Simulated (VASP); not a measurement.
System: BrH, in a box.

```
Br H
1.0
    11.70158    0.00000    0.00000
     0.00000   12.20158    0.00000
     0.00000    0.00000   12.70158
Br H
1 1
Direct
  0.53322 0.52068 0.45172
  0.47704 0.49309 0.54829
```

Program: VASP 6.6.1. Alike in all runs: task single point; potentials or basis VASP PAW PBE potentials, release 64 (Br, H); no spin polarisation; cell as given; k mesh 1 × 1 × 1; smearing gaussian 0.005 eV.

Q: Order these runs on this cell by their band gap on the k mesh, lowest first.
A. level r2SCAN; cutoff (eV) 440
B. level RPBE; cutoff (eV) 400
C. level HSE06+D3(BJ); cutoff (eV) 400; grid for exact exchange (PRECFOCK) Normal; share of exact exchange 0.25; screening parameter 0.2079 1/Å

A: B (5.85 eV), A (6.71 eV), C (7.26 eV).

